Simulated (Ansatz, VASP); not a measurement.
# InSe2 in VASP and in Ansatz

```
CELL_PARAMETERS angstrom
-3.88739 0.00000 0.00000
0.00000 -3.88739 0.00000
0.00000 0.00000 9.73253
ATOMIC_POSITIONS crystal
In 0.00000 0.50000 0.70359
In 0.50000 0.00000 0.29641
Se 0.00000 0.50000 0.36579
Se 0.50000 0.00000 0.63421
Se 0.00000 0.00000 0.00000
Se 0.50000 0.50000 0.00000
```

Alike in both runs: task single point; functional PBE; k mesh 12 × 12 × 5; occupations gaussian, width 0.15 eV; no spin polarisation.

|  | VASP | Ansatz |
| --- | --- | --- |
| version | VASP 6.6.1 | Ansatz 0.2.0 |
| potentials or method | VASP PAW PBE potentials, release 64 (In_d, Se), cutoff 520 eV | scalar-relativistic, plane waves, PAW |
| valence electrons in the cell | 50 | 90 |

Ansatz gave:

```
gap on the k mesh at the Fermi level (eV)                     : none
pressure (GPa)                                                : -0.1
traceless stress, the component that is largest in VASP (GPa) : 0.13
rms of the force components (eV/Å)                            : 0.006
```

Q: Estimate VASP's values.

A: gap on the k mesh at the Fermi level (eV): none; pressure (GPa): -0.1; traceless stress, the component that is largest in VASP (GPa): 0.12; rms of the force components (eV/Å): 0.006.

Atom by atom the forces differ by 0.000 eV/Å (rms over components). A gap of «none» marks a metal or a gap that the smearing closes. The functional is the same, so the differences come from potentials, cutoffs and numerics. VASP's potentials hold 50 valence electrons a cell and Ansatz's 90, so a difference there can come from the potentials and not from the codes.
